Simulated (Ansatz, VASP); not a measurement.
**B4AsN3 in VASP and in Ansatz**

```xyz
8
Lattice="3.9535 0.0000 0.0000 0.0000 3.9535 0.0000 0.0000 0.0000 3.9535" Properties=species:S:1:pos:R:3 pbc="T T T"
N     1.9768    0.0000    0.0000
N     0.0000    1.9768    0.0000
N     0.0000    0.0000    1.9768
B     0.8973    3.0562    3.0562
B     3.0562    0.8973    3.0562
B     3.0562    3.0562    0.8973
B     0.8973    0.8973    0.8973
As    1.9768    1.9768    1.9768
```

Alike in both runs: task single point; functional PBE; k mesh 6 × 6 × 6; occupations fermi-dirac, width 0.02 eV; non-collinear spin, spin-orbit coupling.

|  | VASP | Ansatz |
| --- | --- | --- |
| version | VASP 6.6.1 | Ansatz 0.2.0 |
| potentials or method | VASP PAW PBE potentials, release 64 (N, B, As) | plane waves, PAW |
| plane-wave cutoff (eV) | 520 | 420 |
| valence electrons in the cell | 32 | 42 |

VASP gave:

```
pressure (GPa)                     : 4.2
rms of the force components (eV/Å) : 0.166
net moment per atom (μB)           : 0.00
```

Which values does Ansatz return?

Pressure (GPa): 3.2; rms of the force components (eV/Å): 0.108; net moment per atom (μB): 0.00.

The functional is the same, so the differences come from potentials, cutoffs and numerics. VASP's potentials hold 32 valence electrons a cell and Ansatz's 42, so a difference there can come from the potentials and not from the codes.
